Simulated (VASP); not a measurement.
# SiNi (P1) in VASP: a series of runs, part 2 of 2

VASP 6.6.1. The steps go on from the part before.

## (4) Single point, PBE

File INCAR:

```
SYSTEM = SiNi
ALGO = Normal ; EDIFF = 1E-7
ENCUT = 520 ; GGA = PE
ISIF = 2 ; ISMEAR = -1
LASPH = .TRUE. ; LCHARG = .FALSE.
LREAL = Auto ; LWAVE = .FALSE.
NBANDS = 70 ; NELM = 60
PREC = Accurate ; SIGMA = 0.3
```

File KPOINTS:

```
k-points
0
G
  2 2 2
  0 0 0
```

File POSCAR:

```
SiNi
1.0
    0.0000000000      4.6419370000      4.6419370000
    4.6419370000      0.0000000000      4.6419370000
    4.6419370000      4.6419370000      0.0000000000
Si Ni
8 8
Direct
    0.2904821845      0.4293681711      0.3942535196
    0.8287704034      0.6230373226      0.2995301315
    0.2609794144      1.0941876204      0.3022122015
    0.4377698362      0.1574127352      0.8445396825
    0.8796866481      0.8824441176      0.9337373601
    0.4250488535      0.7926971004      0.8265191880
    0.8799343895      0.4662924120      0.8991289628
    0.8083586658      0.8048041152      0.5344428414
    0.0808606407     -0.1143165019      0.1209516631
    0.6475421791      0.1112789769      0.2796354194
    0.2145763719      0.4893754482      0.0291580864
    0.0145305720      0.2578557184      0.6412517016
    0.6232312071      0.4785933114      0.7127197116
    0.1483432455      0.7458955173      0.5810074544
    0.8268207862      0.1824777027      0.4765359806
    0.5344966983      0.7290921872      0.1423112808
```

Potentials or basis: VASP PAW PBE potentials, release 64 (Si, Ni).

On the command line:

```console
$ cat potpaw_PBE.64/Si/POTCAR potpaw_PBE.64/Ni/POTCAR > POTCAR
$ mpirun -np 1 vasp_std > vasp.out
```

OUTCAR:

```text
SYSTEM = SiNi
   EDIFF = 1E-7
   ENCUT = 520
   GGA = PE
   ISIF = 2
   ISMEAR = -1
   LASPH = .TRUE.
   LREAL = Auto
   NELM = 60
   PREC = Accurate

 ion  position               nearest neighbor table
   1  0.290  0.429  0.394-  12 2.11  10 2.31  14 2.48  11 2.49  16 2.53   9 2.66   3 2.67   2 2.90
                             8 2.91   4 2.95   7 3.09
   2  0.829  0.623  0.300-   5 2.11  13 2.26  11 2.27  16 2.28   8 2.30   9 2.44  15 2.53  12 2.59
                            10 2.76   1 2.90   7 3.09
   3  0.261  0.094  0.302-  11 2.27  14 2.30  15 2.35  12 2.40   4 2.51  10 2.52  16 2.53   1 2.67
                             9 3.06
   4  0.438  0.157  0.845-  11 2.46  16 2.47  15 2.50   6 2.50   3 2.51  13 2.52   5 2.72   9 2.94
                             1 2.95   8 3.09   7 3.10
   5  0.880  0.882  0.934-   2 2.11   9 2.22  14 2.38  16 2.41  11 2.44  12 2.51  10 2.72   4 2.72
                            15 2.73   7 2.85   6 3.07
   6  0.425  0.793  0.827-  13 2.09   9 2.16   8 2.29  16 2.30  11 2.43   4 2.50   7 2.78  12 3.07
                             5 3.07  10 3.11
   7  0.880  0.466  0.899-  12 2.27   8 2.38  16 2.43  13 2.48  14 2.56   6 2.78  11 2.81  10 2.81
                             5 2.85   1 3.09   2 3.09   4 3.10
   8  0.808  0.805  0.534-  10 2.06  14 2.22   6 2.29   2 2.30   9 2.35  15 2.37   7 2.38  13 2.47
                             1 2.91  12 2.96   4 3.09
   9  0.081  0.886  0.121-   6 2.16   5 2.22   8 2.35  10 2.40   2 2.44  11 2.58   1 2.66  16 2.68
                            14 2.88   4 2.94  12 2.95   3 3.06  15 3.07
  10  0.648  0.111  0.280-   8 2.06   1 2.31   9 2.40  15 2.44   3 2.52   5 2.72   2 2.76   7 2.81
                             6 3.11
  11  0.215  0.489  0.029-   3 2.27   2 2.27  13 2.43   6 2.43   5 2.44   4 2.46   1 2.49   9 2.58
                            14 2.70   7 2.81
  12  0.015  0.258  0.641-   1 2.11  13 2.16   7 2.27  15 2.33   3 2.40   5 2.51   2 2.59   9 2.95
                             8 2.96   6 3.07
  13  0.623  0.479  0.713-   6 2.09  12 2.16   2 2.26  11 2.43   8 2.47   7 2.48  15 2.51   4 2.52
                            14 3.04
  14  0.148  0.746  0.581-   8 2.22   3 2.30   5 2.38   1 2.48   7 2.56  15 2.56  11 2.70  16 2.73
                             9 2.88  13 3.04
  15  0.827  0.182  0.477-  12 2.33   3 2.35   8 2.37  10 2.44   4 2.50  13 2.51   2 2.53  14 2.56
                             5 2.73   9 3.07
  16  0.534  0.729  0.142-   2 2.28   6 2.30   5 2.41   7 2.43   4 2.47   3 2.53   1 2.53   9 2.68
                            14 2.73

  LATTYP: Found a face centered cubic cell.
 ALAT       =     9.2838740000

  Lattice vectors:

 A1 = (   0.0000000000,   4.6419370000,   4.6419370000)
 A2 = (   4.6419370000,   0.0000000000,   4.6419370000)
 A3 = (   4.6419370000,   4.6419370000,   0.0000000000)

Analysis of symmetry for initial positions (statically):
=====================================================================
 Subroutine PRICEL returns:
 Original cell was already a primitive cell.

 Routine SETGRP: Setting up the symmetry group for a
 face centered cubic supercell.

 Subroutine GETGRP returns: Found  1 space group operations
 (whereof  1 operations were pure point group operations)
 out of a pool of 48 trial point group operations.

The static configuration has the point symmetry C_1 .

Analysis of symmetry for dynamics (positions and initial velocities):
=====================================================================
 Subroutine PRICEL returns:
 Original cell was already a primitive cell.

 Routine SETGRP: Setting up the symmetry group for a
 face centered cubic supercell.

 Subroutine GETGRP returns: Found  1 space group operations
 (whereof  1 operations were pure point group operations)
[... 98 lines left out ...]
   dimension x,y,z NGX =    50 NGY =   50 NGZ =   50
   dimension x,y,z NGXF=   100 NGYF=  100 NGZF=  100
   ions per type =               8   8
   NGX,Y,Z   is equivalent  to a cutoff of  12.66, 12.66, 12.66 a.u.
   NGXF,Y,Z  is equivalent  to a cutoff of  25.32, 25.32, 25.32 a.u.
 SYSTEM =  SiNi
   PREC   = accura    normal or accurate (medium, high low for compatibility)
   ISTART =      0    job   : 0-new  1-cont  2-samecut
   ICHARG =      2    charge: 1-file 2-atom 10-const
   ISPIN  =      1    spin polarized calculation?
   LNONCOLLINEAR =      F non collinear calculations
   LSORBIT =      F    spin-orbit coupling
   LASPH  =      T    aspherical Exc in radial PAW
   ENCUT  =  520.0 eV  38.22 Ry    6.18 a.u.  12.21 12.21 12.21*2*pi/ulx,y,z
   NELM   =     60;   NELMIN=  2; NELMDL= -5     # of ELM steps
   EDIFF  = 0.1E-06   stopping-criterion for ELM
   LREAL  =      T    real-space projection
   EDIFFG = 0.1E-05   stopping-criterion for IOM
   NSW    =      0    number of steps for IOM
   IBRION =     -1    ionic relax: 0-MD 1-quasi-New 2-CG
   NFREE  =      0    steps in history (QN), initial steepest desc. (CG)
   ISIF   =      2    stress and relaxation
   ISYM   =      2    0-nonsym 1-usesym 2-fastsym
   POTIM  = 0.5000    time-step for ionic-motion
   TEBEG  =    0.0;   TEEND  =   0.0 temperature during run
   PSTRESS=    0.0 pullay stress
   NELECT =     112.0000    total number of electrons
   NUPDOWN=      -1.0000    fix difference up-down
   EMIN   =  10.00;   EMAX   =-10.00  energy-range for DOS
   EFERMI =   0.00;   METHOD = LEGACY
   ISMEAR =    -1;   SIGMA  =   0.30  broadening in eV -4-tet -1-fermi 0-gaus
   EFERMI_NEDOS =   21; number of points for ismear=-14 and -15
   IALGO  =     38    algorithm
   IMIX   =      4    mixing-type and parameters
     AMIX     =   0.40;   BMIX     =  1.00
     AMIX_MAG =   1.60;   BMIX_MAG =  1.00
  volume/ion in A,a.u.               =      12.50        84.37
  Fermi-wavevector in a.u.,A,eV,Ry     =   1.349289  2.549786 24.770500  1.820580
  Thomas-Fermi vector in A             =   2.476888
   LORBIT       =      0    0 simple, 1 ext, 2 COOP (PROOUT), +10 PAW based schemes
   GGA     = PE    functional components
   LHFCALC =     F    Hartree Fock is set to
   AEXX    =    0.0000 exact exchange contribution
   IVDW    =     0    specifies the selected vdW correction
   LEPSILON=     F    determine dielectric tensor
   LRPA    =     F    only Hartree local field effects (RPA)
 non-spin polarized calculation
  energy-cutoff  :      520.00
  volume of cell :      200.05
 maximum number of plane-waves:      5410
 NGX is ok and might be reduce to    50
   NGX = 25   NGY = 25   NGZ = 25

 number of electron     112.0000001 magnetization

 Free energy of the ion-electron system (eV)
  ---------------------------------------------------
  ext. energy  EPLUGINS =         0.00000000
  ---------------------------------------------------
  free energy    TOTEN  =       -88.07462805 eV

  energy without entropy =      -85.58076899  energy(sigma->0) =      -86.82769852

 E-fermi :   9.9699     XC(G=0): -12.0120

 val. band max:        9.9633281334   @ k =   0.0000   0.0000   0.5000
 cond. band min:      10.0067133736   @ k =   0.5000   0.5000   0.5000
 fundamental gap:      0.0433852403
 Fermi energy:         9.9698898182

 k-point     1 :       0.0000    0.0000    0.0000
  band No.  band energies     occupation
      1      -3.4470      2.00000
      2      -0.3670      2.00000
      3      -0.0040      2.00000
      4       0.4883      2.00000
      5       1.3239      2.00000
      6       1.8254      2.00000
[... 557 lines left out ...]
     67      13.4357      0.00002
     68      13.6283      0.00001
 [bands above 68 left out]

------------------------ aborting loop because EDIFF is reached ----------------------------------------

  FORCE on cell =-STRESS in cart. coord.  units (eV):
  Direction    XX          YY          ZZ          XY          YZ          ZX
  --------------------------------------------------------------------------------------
  -------------------------------------------------------------------------------------
  Total       15.8749737     13.5615502      9.6047460      1.3839588     -1.0527232     -5.9135457
  in kB      127.1440013    108.6155979     76.9252200     11.0842422     -8.4313488    -47.3620858
  external PRESSURE =     104.2282731 kB  Pullay stress =       0.0000000 kB

 VOLUME and BASIS-vectors are now :
 -----------------------------------------------------------------------------
  energy-cutoff  :      520.00
  volume of cell :      200.05
      direct lattice vectors                 reciprocal lattice vectors
     0.000000000  4.641937000  4.641937000    -0.107713655  0.107713655  0.107713655
     4.641937000  0.000000000  4.641937000     0.107713655 -0.107713655  0.107713655
     4.641937000  4.641937000  0.000000000     0.107713655  0.107713655 -0.107713655

 POSITION                                       TOTAL-FORCE (eV/Angst)
 -----------------------------------------------------------------------------------
      3.82320      3.17850      3.34150        -0.109420      0.250475      2.413316
      4.28250      5.23750      6.73920        -0.303290      2.158668     -3.152456
      1.84006      2.61430      1.64866        -0.350759      0.690352      0.156371
      4.65100      5.95240      2.76280         0.330871     -0.144028      0.683275
      8.43060      8.41780      8.17970        -1.258230     -3.710167      2.462206
      7.51630      5.80970      5.65270         0.977875     -1.058299     -0.339919
[... 8 lines left out ...]
      3.05910      6.05010      4.68510         0.005177     -0.571639     -0.378112
      4.04500      3.14170      5.86550         1.031246      0.254924     -0.521666
 -----------------------------------------------------------------------------------
    total drift:                               -0.001621     -0.003445     -0.001616

  FREE ENERGIE OF THE ION-ELECTRON SYSTEM (eV)
  ---------------------------------------------------
  free  energy   TOTEN  =       -88.0746280478 eV

  energy  without entropy=      -85.5807689891  energy(sigma->0) =      -86.82769852
```

Run time: 6.5 min. Hardware: 1 thread of AMD EPYC 9R14 (Zen 4), shared host; peak memory 0.34 GiB.

Results:

```
Free energy            : -88.0746 eV
Pressure               : 10.4 GPa
Largest force          : 4.627 eV/Å
Band gap on the k mesh : zero (band 56 reaches 10.49 eV, above the bottom of band 57 at 9.68 eV)
```

Forces on the atoms (eV/Å):
```
Si  -0.109  0.250  2.413
Si  -0.303  2.159 -3.152
Si  -0.351  0.690  0.156
Si   0.331 -0.144  0.683
Si  -1.258 -3.710  2.462
Si   0.978 -1.058 -0.340
Si   0.643  1.450 -0.480
Si   0.697  1.333  0.600
Ni   0.706  1.008  0.293
Ni   0.117 -3.270  0.712
Ni  -0.731 -0.502  0.088
Ni  -1.141  2.900 -1.143
Ni  -0.281 -1.449 -1.312
Ni  -0.333  0.661 -0.081
Ni   0.005 -0.572 -0.378
Ni   1.031  0.255 -0.522
```

Stress tensor (GPa, compression positive):
```
12.71  1.11 -4.74
 1.11 10.86 -0.84
-4.74 -0.84  7.69
```

Caveat: the k points lie up to 0.59 Å⁻¹ apart; forces of over 1 eV/Å act on the atoms, so gaps and moduli don't describe the material at rest. Spin polarisation is off, so any magnetic state and its effect on volume and gap are missing.

## (5) Single point, PBE

File INCAR:

```
SYSTEM = SiNi
  ALGO = Normal
  EDIFF = 1E-7
  ENCUT = 520
  GGA = PE
  ISIF = 2
  ISMEAR = -1
  LASPH = .TRUE.
  LCHARG = .TRUE.
  LELF = .TRUE.
  LREAL = Auto
  LVHAR = .TRUE.
  LWAVE = .FALSE.
  NBANDS = 70
  NELM = 80
  PREC = Accurate
  SIGMA = 0.3
```

KPOINTS is that of step 4.

File POSCAR:

```
SiNi
1.0
    0.0000000000      4.6419370000      4.6419370000
    4.6419370000      0.0000000000      4.6419370000
    4.6419370000      4.6419370000      0.0000000000
Si Ni
8 8
Direct
    0.3681760438      0.4379314067      0.3704164878
    0.8340914579      0.4577830332      0.3562521422
    0.3130051097      1.0712446119      0.3825450453
    0.3731631860      0.2109895072      0.7874299026
    0.8956390403      0.8530275185      0.8974055443
    0.4322441257      0.7006665536      0.8644343945
    0.8792557934      0.3623379637      1.0179909809
    0.8728360596      0.6324838101      0.6042412898
    0.0609982428     -0.2473428657      0.2049252284
    0.6690095105      0.1386705593      0.1337372739
    0.1762087680      0.4393101414      0.0593179097
    0.0351577370      0.2316059007      0.6910477243
    0.6189765178      0.3767931361      0.7255053225
    0.2181309225      0.6903260428      0.5857145411
    0.8410389887      0.1020586880      0.5174887121
    0.4661631556      0.7810963397      0.1553661758
```

On the command line:

```console
$ cat potpaw_PBE.64/Si/POTCAR potpaw_PBE.64/Ni/POTCAR > POTCAR
$ mpirun -np 1 vasp_std > vasp.out
```

Wall time 6.6 min (1 thread of AMD EPYC 9R14 (Zen 4), shared host); peak memory 0.34 GiB.

The run converged. Its results:

```yaml
Free_energy: -88.4323 eV
Pressure: 11.0 GPa
Largest_force: 4.794 eV/Å
Band_gap_on_the_k_mesh: zero (band 56 reaches 10.29 eV, above the bottom of band 57 at 9.73 eV)
```

Forces in eV/Å, atoms in the order of the input:
```
Si  -2.128  0.085 -0.716
Si   1.533 -2.419  3.478
Si  -0.834 -0.115 -1.197
Si  -0.547  0.393 -1.893
Si   1.028  0.144 -0.667
Si   0.644 -0.624  0.251
Si   1.103  1.071  0.699
Si   2.053 -1.399  0.734
Ni   1.044 -0.766  1.144
Ni  -0.433  0.367 -0.953
Ni  -2.653 -0.119  1.163
Ni  -1.054  2.122 -0.874
Ni   3.177 -0.078 -0.770
Ni   1.085  0.375  0.261
Ni  -3.740  0.957 -2.843
Ni  -0.278  0.006  2.182
```

Stress tensor (GPa, compression positive):
```
14.39  1.98 -1.76
 1.98  4.12 -4.81
-1.76 -4.81 14.41
```

Levels at points of the mesh, in eV from the Fermi level:
```csv
k point,band 54,band 55,band 56,band 57,band 58,band 59
"(0.00, 0.00, 0.00)",-0.87,-0.77,0.32,0.68,1.23,1.54
"(0.50, 0.00, 0.00)",-0.84,-0.21,-0.01,0.12,0.41,0.71
"(0.00, 0.50, 0.00)",-0.61,-0.10,0.00,0.12,0.51,0.91
"(0.00, 0.00, 0.50)",-0.62,-0.47,-0.14,0.00,0.51,0.78
"(0.50, 0.50, 0.50)",-0.44,-0.23,-0.02,0.33,0.69,0.89
"(0.50, 0.50, 0.00)",-0.67,-0.50,-0.22,0.04,0.05,0.25
"(0.00, 0.50, 0.50)",-0.73,-0.69,-0.25,-0.24,-0.07,0.18
"(0.50, 0.00, 0.50)",-0.61,-0.42,-0.28,0.00,0.17,0.29
```

Caveat: the k points lie up to 0.59 Å⁻¹ apart; forces of over 1 eV/Å act on the atoms, so gaps and moduli don't describe the material at rest.
